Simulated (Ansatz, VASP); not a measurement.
# Two plane-wave programs on MgZn4O

```
Mg Zn O
1.0
     4.26907   -4.18426    0.00000
     4.26907    4.18426    0.00000
     0.00000    0.00000    3.22408
Mg Zn O
1 4 1
Direct
  0.50000 0.50000 0.00000
  0.81139 0.81139 0.00000
  0.75554 0.24446 0.50000
  0.18861 0.18861 0.00000
  0.24446 0.75554 0.50000
  0.00000 0.00000 0.50000
```

Change from the starting cell: species swapped into the LiFeF4 type (Cmmm, No. 65).

Alike in both runs: functional PBE; k mesh 3 × 3 × 5; occupations gaussian, width 0.2 eV; no spin polarisation.

Ansatz relaxed the structure, and its values are those at the end. VASP's run is a single point on that final structure, the one shown.

|  | VASP | Ansatz |
| --- | --- | --- |
| version | VASP 6.6.1 | Ansatz 0.2.0 |
| potentials or method | VASP PAW PBE potentials, release 64 (Mg, Zn, O), cutoff 520 eV | scalar-relativistic, plane waves, PAW |
| valence electrons in the cell | 56 | 64 |

```tsv
	VASP	Ansatz	Ansatz less VASP
gap on the k mesh at the Fermi level (eV)	none	none	-
pressure (GPa)	0.2	0.1	-0.13
rms of the force components (eV/Å)	0.034	0.017	-0.0165
```

A gap of «none» marks a metal or a gap that the smearing closes. The functional is the same, so the differences come from potentials, cutoffs and numerics. VASP's potentials hold 56 valence electrons a cell and Ansatz's 64, so a difference there can come from the potentials and not from the codes.

The k mesh is coarse, so the values compare programs but aren't converged.
